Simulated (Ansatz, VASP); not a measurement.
**One calculation of LiBr, two programs**

The input INCAR:

```
SYSTEM = LiBr
PREC     = Accurate       ! precision mode
ENCUT    = 750            ! plane-wave cutoff, eV
EDIFF    = 1E-6           ! SCF threshold, eV
ISMEAR   = -1             ! smearing method
SIGMA    = 0.03           ! smearing width, eV
LREAL    = .False.        ! projectors in reciprocal space
LASPH    = .True.         ! aspherical terms in the spheres
NELM     = 120            ! most SCF steps
ALGO     = Normal         ! electronic algorithm
ISIF     = 2              ! what is computed and relaxed
LWAVE    = .False.        ! write WAVECAR
LCHARG   = .False.        ! write CHGCAR
GGA      = PE             ! functional
NBANDS   = 12             ! bands
GGA_COMPAT= .False.
```

Contents of KPOINTS:

```
regular mesh
0
Gamma
  8 8 8
  0 0 0
```

Contents of POSCAR:

```
LiBr
1.0
    0.0000000000      2.7445000000      2.7445000000
    2.7445000000      0.0000000000      2.7445000000
    2.7445000000      2.7445000000      0.0000000000
Li Br
1 1
Direct
    0.0000000000      0.0000000000      0.0000000000
    0.5000000000      0.5000000000      0.5000000000
```

Input for Ansatz:

```yaml
crystal:
  lattice:
    - [0.0, 2.7445, 2.7445]
    - [2.7445, 0.0, 2.7445]
    - [2.7445, 2.7445, 0.0]
  atoms:
    - { symbol: Li, position: [0.0, 0.0, 0.0] }
    - { symbol: Br, position: [0.5, 0.5, 0.5] }
kpoints:
  mp_grid: { grid: [8, 8, 8] }
  band_path:
    path:
      - [0.0, 0.0, 0.0]
      - [0.5, 0.0, 0.5]
      - [0.625, 0.25, 0.625]
      - [0.375, 0.375, 0.75]
      - [0.0, 0.0, 0.0]
      - [0.5, 0.5, 0.5]
      - [0.5, 0.25, 0.75]
      - [0.5, 0.0, 0.5]
    npoints: 5
scf:
  occupations: { method: fermi_dirac, width: 0.03 }
hamiltonian:
  xc: pbe
  pseudopotentials:
    kind: all_electron
    lapw: { basis_error: 0.001 }
    relativity: none
output:
  forces: true
  stress: true
  eigenvalues: true
```

Alike in both runs: task single point; functional PBE; k mesh 8 × 8 × 8; occupations fermi-dirac, width 0.03 eV; no spin polarisation.

|  | VASP | Ansatz |
| --- | --- | --- |
| version | VASP 6.6.1 | Ansatz 0.2.0 |
| potentials or method | VASP PAW PBE potentials, release 64 (Li_sv, Br), cutoff 750 eV | all-electron LAPW, non-relativistic |

|  | VASP | Ansatz | Ansatz less VASP |
| --- | --- | --- | --- |
| gap on the k mesh at the Fermi level (eV) | 4.97 | 5.31 | +0.338 |
| pressure (GPa) | 0.3 | 0.5 | +0.22 |

Ansatz ran all-electron here, and VASP with PAW potentials.
